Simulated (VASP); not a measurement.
Write the native input for VASP 6.6.1 that does the following.

```yaml
Task: single point
Functional: r2SCAN
Potentials_or_basis: VASP PAW PBE potentials, release 64 (Pt, Se)
Cutoff: 520 eV
k_mesh: 6 × 6 × 6
Occupations: fermi-dirac, width 0.02 eV
Spin: no spin polarisation
Dipole_correction: no
Further_INCAR_settings: ALGO = Normal; EDIFF = 1e-06; NBANDS = 18
```

Crystal: PtSe2.

```
CELL_PARAMETERS angstrom
0.00000 3.06698 3.06698
3.06698 0.00000 3.06698
3.06698 3.06698 0.00000
ATOMIC_POSITIONS crystal
Pt 0.00000 0.00000 0.00000
Se 0.25000 0.25000 0.25000
Se 0.75000 0.75000 0.75000
```

One way to write it, as run:

POSCAR

```
PtSe2
1.0
    0.0000000000      3.0669820149      3.0669820149
    3.0669820149      0.0000000000      3.0669820149
    3.0669820149      3.0669820149      0.0000000000
Pt Se
1 2
Direct
    0.0000000000      0.0000000000      0.0000000000
    0.2500000000      0.2500000000      0.2500000000
    0.7500000000      0.7500000000      0.7500000000
```

INCAR.step1

```
PREC     = Accurate       # precision mode
ENCUT    = 520            # plane-wave cutoff, eV
ISMEAR   = -1             # smearing method
SIGMA    = 0.02           # smearing width, eV
LREAL    = F              # projectors in reciprocal space
LASPH    = T              # aspherical terms in the spheres
NELM     = 100            # most SCF steps
NBANDS   = 18             # bands
GGA      = PE             # functional
ALGO     = Normal         # electronic algorithm
EDIFF    = 1E-4           # SCF threshold, eV
LWAVE    = T              # write WAVECAR
LCHARG   = F              # write CHGCAR
```

INCAR.step2

```
PREC     = Accurate       # precision mode
ENCUT    = 520            # plane-wave cutoff, eV
EDIFF    = 1E-6           # SCF threshold, eV
ISMEAR   = -1             # smearing method
SIGMA    = 0.02           # smearing width, eV
LREAL    = F              # projectors in reciprocal space
LASPH    = T              # aspherical terms in the spheres
NELM     = 100            # most SCF steps
ALGO     = Normal         # electronic algorithm
ISIF     = 2              # what is computed and relaxed
LWAVE    = F              # write WAVECAR
LCHARG   = F              # write CHGCAR
METAGGA  = R2SCAN         # meta-GGA
LMIXTAU  = T            
NBANDS   = 18             # bands
ISTART   = 1
```

KPOINTS

```
regular mesh
0
Gamma
  6 6 6
```

Potentials or basis: VASP PAW PBE potentials, release 64 (Pt, Se).

Run with:

```sh
$ cat potpaw_PBE.64/Pt/POTCAR potpaw_PBE.64/Se/POTCAR > POTCAR
$ cp INCAR.step1 INCAR
$ mpirun -np 1 vasp_std > vasp.out
$ cp INCAR.step2 INCAR
$ mpirun -np 1 vasp_std > vasp.out
```

It gave:

```json
{"Pressure": "8.3 GPa", "Band gap on the k mesh": "zero (bands 11 and 12 overlap by 0.49 eV)"}
```

Caveat: the cell stands under pressure; the PAW data sets were made with another functional, which shifts forces and pressure a little; spin-orbit coupling is left out, which moves the levels of the heavy elements.

Run time: 89 s on 1 thread of Intel Xeon 8259CL, with other jobs on the host, peak memory 0.19 GiB.
